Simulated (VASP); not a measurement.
# Hg (C2/m) in VASP: further runs, part 2 of 2

VASP 6.6.1. The steps go on from the part before.

## (4) Single point, PBE+D4

INCAR

```
SYSTEM = Hg
  ALGO = Normal
  EDIFF = 1E-6
  ENCUT = 500
  GGA = PE
  GGA_COMPAT = .FALSE.
  ISIF = 2
  ISMEAR = 0
  IVDW = 13
  LASPH = .TRUE.
  LCHARG = .FALSE.
  LREAL = .FALSE.
  LWAVE = .FALSE.
  NBANDS = 12
  NELM = 120
  PREC = Accurate
  SIGMA = 0.1
```

KPOINTS

```
k-points
0
G
  6 6 6
  0 0 0
```

POSCAR

```
Hg
1.0
    2.2339762741     -2.0458582601      0.0000000000
    2.2339762741      2.0458582601      0.0000000000
   -0.3487351701      0.0000000000      3.0398006871
Hg
1
Direct
    0.5000000000      0.5000000000      0.5000000000
```

Potentials or basis: VASP PAW PBE potentials, release 64 (Hg).

Run with:

```sh
> cat potpaw_PBE.64/Hg/POTCAR > POTCAR
> mpirun -np 1 vasp_std > vasp.out
```

OUTCAR:

```text
SYSTEM = Hg
   EDIFF = 1E-6
   ENCUT = 500
   GGA = PE
   ISIF = 2
   ISMEAR = 0
   IVDW = 13
   LASPH = .TRUE.
   LREAL = .FALSE.
   NELM = 120
   PREC = Accurate

 ion  position               nearest neighbor table
   1  0.500  0.500  0.500-

  LATTYP: Found a base centered monoclinic cell.
 ALAT       =     4.4679525482
 B/A-ratio  =     0.9157922955
 C/A-ratio  =     0.6848191074
 COS(beta)  =    -0.1139754530

  Lattice vectors:

 A1 = (   2.2339762741,  -2.0458582601,   0.0000000000)
 A2 = (   2.2339762741,   2.0458582601,   0.0000000000)
 A3 = (  -0.3487351701,   0.0000000000,   3.0398006871)

Analysis of symmetry for initial positions (statically):
=====================================================================
 Subroutine PRICEL returns:
 Original cell was already a primitive cell.

 Routine SETGRP: Setting up the symmetry group for a
 base centered monoclinic supercell.

 Subroutine GETGRP returns: Found  4 space group operations
 (whereof  4 operations were pure point group operations)
 out of a pool of  4 trial point group operations.

The static configuration has the point symmetry C_2h.

Analysis of symmetry for dynamics (positions and initial velocities):
[... 170 lines left out ...]
      4      -4.2646      2.00000
      5      -4.2517      2.00000
      6      -4.2140      2.00000
      7      11.4492      0.00000
      8      11.7731      0.00000
      9      11.8627      0.00000
     10      15.0555      0.00000
     11      16.7696      0.00000
     12      16.9777      0.00000
[... 331 lines left out ...]
 k-point    24 :      -0.1667    0.1667    0.1667
  band No.  band energies     occupation
      1      -5.7086      2.00000
      2      -5.6274      2.00000
      3      -5.1407      2.00000
      4      -4.5834      2.00000
      5      -4.5030      2.00000
      6      -4.2045      2.00000
      7       8.3134      0.00000
      8       9.1650      0.00000
      9       9.4989      0.00000
     10      17.9903      0.00000
     11      20.0755      0.00000
     12      21.2644      0.00000

 [... further k-points ...]

------------------------ aborting loop because EDIFF is reached ----------------------------------------

  DFT-D4 for vdW energy calculation

  Edisp (eV):   -0.39144

  FORCE on cell =-STRESS in cart. coord.  units (eV):
  Direction    XX          YY          ZZ          XY          YZ          ZX
  --------------------------------------------------------------------------------------
  -------------------------------------------------------------------------------------
  Total      -0.12763    -0.28738    -0.38705     0.00000     0.00000    -0.07257
  in kB      -7.35948   -16.57078   -22.31744     0.00000     0.00000    -4.18440
  external pressure =      -15.42 kB  Pullay stress =        0.00 kB

 VOLUME and BASIS-vectors are now :
 -----------------------------------------------------------------------------
  energy-cutoff  :      500.00
  volume of cell :       27.79
      direct lattice vectors                 reciprocal lattice vectors
     2.233976274 -2.045858260  0.000000000     0.223816164 -0.244396208  0.025676870
     2.233976274  2.045858260  0.000000000     0.223816164  0.244396208  0.025676870
    -0.348735170  0.000000000  3.039800687     0.000000000  0.000000000  0.328968937

 POSITION                                       TOTAL-FORCE (eV/Angst)
 -----------------------------------------------------------------------------------
      2.05961      0.00000      1.51990        -0.000000      0.000000      0.000000
 -----------------------------------------------------------------------------------
    total drift:                               -0.000000     -0.000000     -0.000000

  FREE ENERGIE OF THE ION-ELECTRON SYSTEM (eV)
  ---------------------------------------------------
  free  energy   TOTEN  =        -0.5678283586 eV

  energy  without entropy=       -0.5650628005  energy(sigma->0) =       -0.56644558
```

Wall time 7.9 s (1 thread of Intel Xeon Platinum 8488C (Sapphire Rapids), shared host); peak memory 0.15 GiB.

What came out:

- Free energy: -0.5678 eV
- Pressure: -1.5 GPa
- Band gap on the k mesh: zero (band 6 reaches 4.99 eV, above the bottom of band 7 at 0.11 eV)
- Dispersion energy per atom: -0.391 eV

Levels at points of the mesh, in eV from the Fermi level:
```csv
k point,band 3,band 4,band 5,band 6,band 7,band 8,band 9,band 10
"(0.00, 0.00, 0.00)",-7.65,-5.80,-5.79,-5.75,9.91,10.23,10.32,13.52
"(0.50, 0.00, 0.00)",-6.38,-6.29,-5.74,-2.60,-1.40,12.84,13.11,15.41
"(0.50, 0.50, 0.00)",-6.28,-6.25,-5.18,0.71,1.17,2.42,7.63,15.10
"(0.00, 0.00, 0.50)",-6.34,-6.26,-5.73,-2.76,-1.43,13.08,13.09,15.52
"(0.50, 0.00, 0.50)",-6.25,-6.21,-5.22,0.58,1.13,2.31,7.53,15.30
"(0.50, 0.50, 0.50)",-7.13,-5.20,-5.16,3.45,4.12,5.59,5.59,9.14
```

Caveat: spin-orbit coupling is left out, which moves the levels of the heavy elements; pairwise dispersion overbinds metals, which lowers pressure and volume.

## (5) Single point, PBEsol+D3(BJ)

INCAR

```
  PREC = Accurate
  ENCUT = 500
  EDIFF = 1E-6
  ISMEAR = -1
  SIGMA = 0.06802846561497
  LREAL = False
  LASPH = True
  NELM = 120
  ALGO = Normal
  ISIF = 2
  LWAVE = False
  LCHARG = False
  GGA = PS
  IVDW = 12
  NBANDS = 12
  ISYM = 0
  GGA_COMPAT = False
```

KPOINTS

```
Automatic mesh
0
Gamma
  2 2 2
  0.09 0.06 0.61
```

POSCAR is that of step 4.

Potentials or basis: VASP PAW PBE potentials, release 64 (Hg).

Run with:

```sh
> cat potpaw_PBE.64/Hg/POTCAR > POTCAR
> mpirun -np 1 vasp_std > vasp.out
```

OUTCAR:

```text
PREC = Accurate
   ENCUT = 500
   EDIFF = 1E-6
   ISMEAR = -1
   LREAL = False
   LASPH = True
   NELM = 120
   ISIF = 2
   GGA = PS
   IVDW = 12
   ISYM = 0
 IVDW          = 12

 ion  position               nearest neighbor table
   1  0.500  0.500  0.500-

IMPORTANT INFORMATION: All symmetrisations will be switched off!
NOSYMM: (Re-)initialisation of all symmetry stuff for point group C_1.

[... 378 lines left out ...]
------------------------ aborting loop because EDIFF is reached ----------------------------------------

 Edisp (eV)   -0.35728

 E8    (eV) :    -0.2420

  FORCE on cell =-STRESS in cart. coord.  units (eV):
  Direction    XX          YY          ZZ          XY          YZ          ZX
  --------------------------------------------------------------------------------------
  -------------------------------------------------------------------------------------
  Total       0.66581     1.68768    -4.09529    -0.00000     0.00000    -0.52450
  in kB      38.39093    97.31338  -236.13808    -0.00001     0.00001   -30.24289
  external pressure =      -33.48 kB  Pullay stress =        0.00 kB

 VOLUME and BASIS-vectors are now :
 -----------------------------------------------------------------------------
  energy-cutoff  :      500.00
  volume of cell :       27.79
      direct lattice vectors                 reciprocal lattice vectors
     2.233976274 -2.045858260  0.000000000     0.223816164 -0.244396208  0.025676870
     2.233976274  2.045858260  0.000000000     0.223816164  0.244396208  0.025676870
    -0.348735170  0.000000000  3.039800687     0.000000000  0.000000000  0.328968937

 POSITION                                       TOTAL-FORCE (eV/Angst)
 -----------------------------------------------------------------------------------
      2.05961      0.00000      1.51990        -0.000000     -0.000000     -0.000000
 -----------------------------------------------------------------------------------
    total drift:                               -0.000000     -0.000000     -0.000000

  FREE ENERGIE OF THE ION-ELECTRON SYSTEM (eV)
  ---------------------------------------------------
  free  energy   TOTEN  =        -0.1087152229 eV

  energy  without entropy=       -0.1081202321  energy(sigma->0) =       -0.10841773
```

stdout:

```text
POSCAR found type information on POSCAR Hg
 POSCAR found :  1 types and       1 ions
 scaLAPACK will be used
 -----------------------------------------------------------------------------
|                                                                             |
|                                                                             |
|     You enforced a specific xc type in the INCAR file but a different       |
|     I HOPE YOU KNOW WHAT YOU ARE DOING!                                     |
|                                                                             |
 -----------------------------------------------------------------------------

 LDA part: xc-table for (Slater+PW92), standard interpolation
 POSCAR, INCAR and KPOINTS ok, starting setup
 FFT: planning ... GRIDC
 FFT: planning ... GRID_SOFT
 FFT: planning ... GRID
 WAVECAR not read
 entering main loop
```

Run time: 5.3 s. Hardware: 1 thread of Intel Xeon Platinum 8175M at 2.50GHz (Skylake/Cascade Lake), shared host; peak memory 0.14 GiB.

What came out:

```
Free energy                : -0.1087 eV
Pressure                   : -3.3 GPa
Band gap on the k mesh     : zero (band 6 reaches 1.94 eV, above the bottom of band 7 at 0.82 eV)
Dispersion energy per atom : -0.357 eV
```

Caveat: the k points lie up to 1.04 Å⁻¹ apart; three body term missing; the PAW data sets were made with another functional, which shifts forces and pressure a little; spin-orbit coupling is left out, which moves the levels of the heavy elements; pairwise dispersion overbinds metals, which lowers pressure and volume.

## (6) Overview

| level | k mesh | smearing | gap on the mesh (eV) | pressure (GPa) |
| --- | --- | --- | --- | --- |
| RPBE | 6 × 6 × 6 | gaussian 0.1 eV | none | 2.9 |
| PBE | 6 × 6 × 6 | fermi-dirac 0.25852 eV | none | 0.9 |
| PBE+D4 | 6 × 6 × 6 | gaussian 0.1 eV | none | -1.5 |
| PBEsol+D3(BJ) | 2 × 2 × 2, shifted | fermi-dirac 0.0680285 eV | none | -3.3 |

Alike in all rows: task single point; potentials or basis VASP PAW PBE potentials, release 64 (Hg); no spin polarisation; cell as given; cutoff (eV) 500.

Caveats: some runs use coarse meshes; spin-orbit coupling is left out, which moves the levels of the heavy elements; the PAW data sets were made with another functional, which shifts forces and pressure a little (some runs); pairwise dispersion overbinds metals, which lowers pressure and volume (some runs); three body term missing (some runs).

Absolute energies hang on the potentials; compare differences alone.
